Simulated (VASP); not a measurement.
# Ag (Fm-3m) in VASP: notebook, part 2 of 2

VASP 6.6.1.

**3. Relaxation of cell and atoms, PBE+D3(BJ)**

This run uses another cell than the first one, of 17.83 Å³/atom, 1.056 times its volume.

INCAR reads:

```
SYSTEM = Ag
PREC = Accurate
ENCUT = 600
EDIFF = 1E-6
ISMEAR = 0
SIGMA = 0.1
LREAL = .FALSE.
LASPH = .TRUE.
NELM = 60
ALGO = Normal
ISIF = 3
LWAVE = .FALSE.
LCHARG = .FALSE.
GGA = PE
IVDW = 12
IBRION = 2
NSW = 70
EDIFFG = -0.005
```

KPOINTS reads:

```
regular mesh
0
G
  18 18 18
  0 0 0
```

POSCAR reads:

```
Ag
1.0
    0.0000000000      2.0735892917      2.0735892917
    2.0735892917      0.0000000000      2.0735892917
    2.0735892917      2.0735892917      0.0000000000
Ag
1
Direct
    0.0000000000      0.0000000000      0.0000000000
```

Potentials or basis: VASP PAW PBE potentials, release 64 (Ag).

On the command line:

```console
> cat potpaw_PBE.64/Ag/POTCAR > POTCAR
> mpirun -np 1 vasp_std > vasp.out
```

OUTCAR:

```text
SYSTEM = Ag
   PREC = Accurate
   ENCUT = 600
   EDIFF = 1E-6
   ISMEAR = 0
   LREAL = .FALSE.
   LASPH = .TRUE.
   NELM = 60
   ISIF = 3
   GGA = PE
   IVDW = 12
   IBRION = 2
   NSW = 70
   EDIFFG = -0.005
 IVDW          = 12

 ion  position               nearest neighbor table
   1  0.000  0.000  0.000-

  LATTYP: Found a face centered cubic cell.
 ALAT       =     4.1471785834

  Lattice vectors:

 A1 = (   0.0000000000,   2.0735892917,   2.0735892917)
 A2 = (   2.0735892917,   0.0000000000,   2.0735892917)
 A3 = (   2.0735892917,   2.0735892917,   0.0000000000)

Analysis of symmetry for initial positions (statically):
=====================================================================
 Subroutine PRICEL returns:
 Original cell was already a primitive cell.

 Routine SETGRP: Setting up the symmetry group for a
 face centered cubic supercell.

 Subroutine GETGRP returns: Found 48 space group operations
 (whereof 48 operations were pure point group operations)
 out of a pool of 48 trial point group operations.

The static configuration has the point symmetry O_h .

Analysis of symmetry for dynamics (positions and initial velocities):
=====================================================================
 Subroutine PRICEL returns:
 Original cell was already a primitive cell.

 Routine SETGRP: Setting up the symmetry group for a
 face centered cubic supercell.

 Subroutine GETGRP returns: Found 48 space group operations
 (whereof 48 operations were pure point group operations)
 out of a pool of 48 trial point group operations.

The dynamic configuration has the point symmetry O_h .

 Subroutine INISYM returns: Found 48 space group operations
 (whereof 48 operations are pure point group operations),
 and found     1 'primitive' translations

----------------------------------------------------------------------------------------

                                     Primitive cell

  volume of cell :      17.8319

  direct lattice vectors                    reciprocal lattice vectors
     0.000000000  2.073589292  2.073589292    -0.241127788  0.241127788  0.241127788
     2.073589292  0.000000000  2.073589292     0.241127788 -0.241127788  0.241127788
     2.073589292  2.073589292  0.000000000     0.241127788  0.241127788 -0.241127788

  length of vectors
     2.932498099  2.932498099  2.932498099     0.417645581  0.417645581  0.417645581

  position of ions in fractional coordinates (direct lattice)
     0.000000000  0.000000000  0.000000000

  ion indices of the primitive-cell ions
   primitive index   ion index
                 1           1

----------------------------------------------------------------------------------------

 KPOINTS: regular mesh

Automatic generation of k-mesh.
 Grid dimensions read from file:
 generate k-points for:   18   18   18

 Generating k-lattice:

  Cartesian coordinates                     Fractional coordinates (reciprocal lattice)
    -0.013395988  0.013395988  0.013395988     0.055555556  0.000000000  0.000000000
     0.013395988 -0.013395988  0.013395988     0.000000000  0.055555556  0.000000000
     0.013395988  0.013395988 -0.013395988     0.000000000  0.000000000  0.055555556

  Length of vectors
     0.023202532  0.023202532  0.023202532

  Shift w.r.t. Gamma in fractional coordinates (k-lattice)
     0.000000000  0.000000000  0.000000000

 Subroutine IBZKPT returns following result:
 ===========================================

 Found    195 irreducible k-points:

 Following reciprocal coordinates:
            Coordinates               Weight
  0.000000  0.000000  0.000000      1.000000
  0.055556  0.000000  0.000000      8.000000
  0.111111  0.000000  0.000000      8.000000
  0.166667  0.000000  0.000000      8.000000
  0.222222  0.000000  0.000000      8.000000
  0.277778  0.000000  0.000000      8.000000
[... 16 lines left out ...]
 -0.277778  0.055556  0.000000     24.000000
 -0.222222  0.055556  0.000000     24.000000
 [... further k-points ...]
   k-points           NKPTS =    195   k-points in BZ     NKDIM =    195   number of bands    NBANDS=      9
   number of dos      NEDOS =    301   number of ions     NIONS =      1
   total plane-waves  NPLWV =  13824
   dimension x,y,z NGX =    24 NGY =   24 NGZ =   24
   dimension x,y,z NGXF=    48 NGYF=   48 NGZF=   48
   ions per type =               1
   NGX,Y,Z   is equivalent  to a cutoff of  13.61, 13.61, 13.61 a.u.
   NGXF,Y,Z  is equivalent  to a cutoff of  27.21, 27.21, 27.21 a.u.
 SYSTEM =  Ag
   PREC   = accura    normal or accurate (medium, high low for compatibility)
   ISTART =      0    job   : 0-new  1-cont  2-samecut
   ICHARG =      2    charge: 1-file 2-atom 10-const
   ISPIN  =      1    spin polarized calculation?
   LNONCOLLINEAR =      F non collinear calculations
   LSORBIT =      F    spin-orbit coupling
   LASPH  =      T    aspherical Exc in radial PAW
   ENCUT  =  600.0 eV  44.10 Ry    6.64 a.u.   5.86  5.86  5.86*2*pi/ulx,y,z
   NELM   =     60;   NELMIN=  2; NELMDL= -5     # of ELM steps
   EDIFF  = 0.1E-05   stopping-criterion for ELM
   LREAL  =      F    real-space projection
   EDIFFG = -.5E-02   stopping-criterion for IOM
   NSW    =     70    number of steps for IOM
   IBRION =      2    ionic relax: 0-MD 1-quasi-New 2-CG
   NFREE  =      1    steps in history (QN), initial steepest desc. (CG)
   ISIF   =      3    stress and relaxation
   ISYM   =      2    0-nonsym 1-usesym 2-fastsym
   POTIM  = 0.5000    time-step for ionic-motion
   TEBEG  =    0.0;   TEEND  =   0.0 temperature during run
   PSTRESS=    0.0 pullay stress
   NELECT =      11.0000    total number of electrons
   NUPDOWN=      -1.0000    fix difference up-down
   EMIN   =  10.00;   EMAX   =-10.00  energy-range for DOS
   EFERMI =   0.00;   METHOD = LEGACY
   ISMEAR =     0;   SIGMA  =   0.10  broadening in eV -4-tet -1-fermi 0-gaus
   EFERMI_NEDOS =   21; number of points for ismear=-14 and -15
   IALGO  =     38    algorithm
   IMIX   =      4    mixing-type and parameters
     AMIX     =   0.40;   BMIX     =  1.00
     AMIX_MAG =   1.60;   BMIX_MAG =  1.00
  volume/ion in A,a.u.               =      17.83       120.34
  Fermi-wavevector in a.u.,A,eV,Ry     =   1.393605  2.633531 26.424344  1.942135
  Thomas-Fermi vector in A             =   2.517235
   LORBIT       =      0    0 simple, 1 ext, 2 COOP (PROOUT), +10 PAW based schemes
   GGA     = PE    functional components
   LHFCALC =     F    Hartree Fock is set to
   AEXX    =    0.0000 exact exchange contribution
   IVDW    =    12    specifies the selected vdW correction
   LEPSILON=     F    determine dielectric tensor
   LRPA    =     F    only Hartree local field effects (RPA)
 conjugate gradient relaxation of ions
 non-spin polarized calculation
 Gauss-broadening in eV      SIGMA  =   0.10
  energy-cutoff  :      600.00
  volume of cell :       17.83
 maximum number of plane-waves:       609
   NGX = 11   NGY = 11   NGZ = 11

--------------------------------------- Ionic step        1  -------------------------------------------

 number of electron      11.0000000 magnetization

 Free energy of the ion-electron system (eV)
  ---------------------------------------------------
  ext. energy  EPLUGINS =         0.00000000
  ---------------------------------------------------
  free energy    TOTEN  =        -2.72054891 eV

  energy without entropy =       -2.71946354  energy(sigma->0) =       -2.72000622

------------------------ aborting loop because EDIFF is reached ----------------------------------------

 Edisp (eV)   -0.56232

 E8    (eV) :    -0.2456
[... 69 lines left out ...]
--------------------------------------- Ionic step        3  -------------------------------------------

 number of electron      11.0000000 magnetization

 Free energy of the ion-electron system (eV)
  ---------------------------------------------------
  ext. energy  EPLUGINS =         0.00000000
  ---------------------------------------------------
  free energy    TOTEN  =        -2.70448651 eV

  energy without entropy =       -2.70351329  energy(sigma->0) =       -2.70399990

 E-fermi :   8.5517     XC(G=0): -12.2741

 val. band max:        8.5132157130   @ k =   0.5000   0.1667   0.0556
 cond. band min:       8.6917784945   @ k =   0.5000   0.3333   0.1111
 fundamental gap:      0.1785627815
 Fermi energy:         8.5516999358

 k-point     1 :       0.0000    0.0000    0.0000
  band No.  band energies     occupation
      1       0.7329      2.00000
      2       3.7347      2.00000
      3       3.7347      2.00000
      4       3.7347      2.00000
      5       4.7887      2.00000
      6       4.7887      2.00000
      7      24.6273      0.00000
      8      28.2697      0.00000
      9      28.2697      0.00000
[... 265 lines left out ...]
 k-point    24 :      -0.2222    0.0556    0.0000
  band No.  band energies     occupation
      1       2.1566      2.00000
      2       3.7418      2.00000
      3       3.9834      2.00000
      4       4.0020      2.00000
      5       4.7393      2.00000
      6       5.1124      2.00000
      7      20.2299      0.00000
      8      24.8790      0.00000
      9      27.3305      0.00000

 [... further k-points ...]

------------------------ aborting loop because EDIFF is reached ----------------------------------------

 Edisp (eV)   -0.59548

 E8    (eV) :    -0.2603
[... 24 lines left out ...]
  FREE ENERGIE OF THE ION-ELECTRON SYSTEM (eV)
  ---------------------------------------------------
  free  energy   TOTEN  =        -3.2999628766 eV

  energy  without entropy=       -3.2989896547  energy(sigma->0) =       -3.29947627

 reached required accuracy - stopping structural energy minimisation
```

OSZICAR:

```text
N       E                     dE             d eps       ncg     rms          rms(c)
DAV:   1     0.494379606376E+02    0.49438E+02   -0.62301E+03  3550   0.124E+03
DAV:   2    -0.254393626376E+01   -0.51982E+02   -0.49719E+02  3576   0.219E+02
DAV:   3    -0.296045946561E+01   -0.41652E+00   -0.41637E+00  4098   0.243E+01
[... 21 lines left out ...]
DAV:   3    -0.270540728235E+01    0.41581E-02   -0.11695E-02  3596   0.110E+00    0.588E-01
DAV:   4    -0.270448188197E+01    0.92540E-03   -0.12003E-03  3716   0.360E-01    0.272E-02
DAV:   5    -0.270448444747E+01   -0.25655E-05   -0.56843E-05  3892   0.701E-02    0.115E-02
DAV:   6    -0.270448651716E+01   -0.20697E-05   -0.28825E-06  3771   0.222E-02    0.659E-04
DAV:   7    -0.270448650846E+01    0.87043E-08   -0.11556E-08  1767   0.119E-03
   3 F= -.32999629E+01 E0= -.32994763E+01  d E =-.170965E-01
```

CONTCAR:

```text
Ag
   1.00000000000000
     0.0000000000000000    2.0355477262151429    2.0355477262151429
     2.0355477262151429   -0.0000000000000000    2.0355477262151429
     2.0355477262151429    2.0355477262151429    0.0000000000000000
  Ag
     1
Direct
     0.0000000000000000    0.0000000000000000    0.0000000000000000

  0.00000000E+00  0.00000000E+00  0.00000000E+00
```

Run time: 25 s. Hardware: 1 thread of Intel Xeon Platinum 8559C (Emerald Rapids), shared host; peak memory 0.19 GiB.

What came out:

```yaml
Free_energy: -3.3000 eV
Relaxed_volume: 16.87 Å³/atom
Relaxed_cell: a = 2.879 Å, b = 2.879 Å, c = 2.879 Å, α = 60.00°, β = 60.00°, γ = 60.00°
Space_group_after_relaxing_to_0.05_Å: Fm-3m (No. 225)
Energy_gained_by_relaxing: 17.1 meV/atom
Ionic_steps: 3
Pressure_after_relaxing: 0.0 GPa
Dispersion_energy_per_atom: -0.595 eV
```

The path:
```
step  energy change (eV)  largest force (eV/Å)  pressure (GPa)  volume (Å³)
   1              0.0000                0.0000           -5.32        17.83
   2             -0.0110                0.0000            3.88        16.35
   3             -0.0171                0.0000            0.00        16.87
```

Final structure:
```yaml
crystal:
  lattice:
    - [0.00000, 2.03555, 2.03555]
    - [2.03555, 0.00000, 2.03555]
    - [2.03555, 2.03555, 0.00000]
  atoms:
    - { symbol: Ag, position: [0.00000, 0.00000, 0.00000] }
```

Levels at points of the mesh, in eV from the Fermi level:
```tsv
k point	band 4	band 5	band 6	band 7	band 8	band 9
(0.00, 0.00, 0.00)	-4.82	-3.76	-3.76	16.08	19.72	19.72
(0.50, 0.00, 0.00)	-2.95	-2.95	-0.40	3.69	15.31	18.01
(0.50, 0.50, 0.00)	-2.74	-2.74	1.62	6.86	10.75	10.75
```

Caveat: pairwise dispersion overbinds metals, which lowers pressure and volume.
